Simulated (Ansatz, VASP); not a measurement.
**Two plane-wave programs on CdSe**

```
Cd Se
1.0
     4.30000    0.00000    0.00000
    -2.15000    3.72391    0.00000
     0.00000    0.00000    7.02000
Cd Se
2 2
Cartesian
  2.1500 1.2413 3.5100
  0.0000 2.4826 0.0000
  2.1500 1.2413 6.2127
  0.0000 2.4826 2.7027
```

Alike in both runs: functional PBEsol-based global hybrid with a share of 0.25 of exact exchange; k mesh 4 × 4 × 2; occupations fermi-dirac, width 0.05 eV; no spin polarisation.

```csv
,VASP,Ansatz
version,VASP 6.6.1,Ansatz 0.2.0
potentials or method,"VASP PAW PBE potentials, release 64 (Cd, Se)",Ansatz PAW
plane-wave cutoff (eV),520,420
valence electrons in the cell,36,72
task,single point,band structure
```

|  | VASP | Ansatz | Ansatz less VASP |
| --- | --- | --- | --- |
| gap on the k mesh at the Fermi level (eV) | 2.22 | 2.17 | -0.050 |
| least direct gap on the mesh (eV) | 2.22 | 2.17 | -0.050 |
| pressure (GPa) | -0.2 | -0.3 | -0.14 |
| traceless stress, the component that is largest in VASP (GPa) | -1.45 | -1.41 | +0.040 |
| rms of the force components (eV/Å) | 0.167 | 0.162 | -0.0047 |

VASP's potentials were made for PBE, not for PBEsol-based global hybrid. Atom by atom the forces differ by 0.005 eV/Å (rms over components). VASP's potentials hold 36 valence electrons a cell and Ansatz's 72, so a difference there can come from the potentials and not from the codes.

The k mesh is coarse, so the values compare programs but aren't converged.
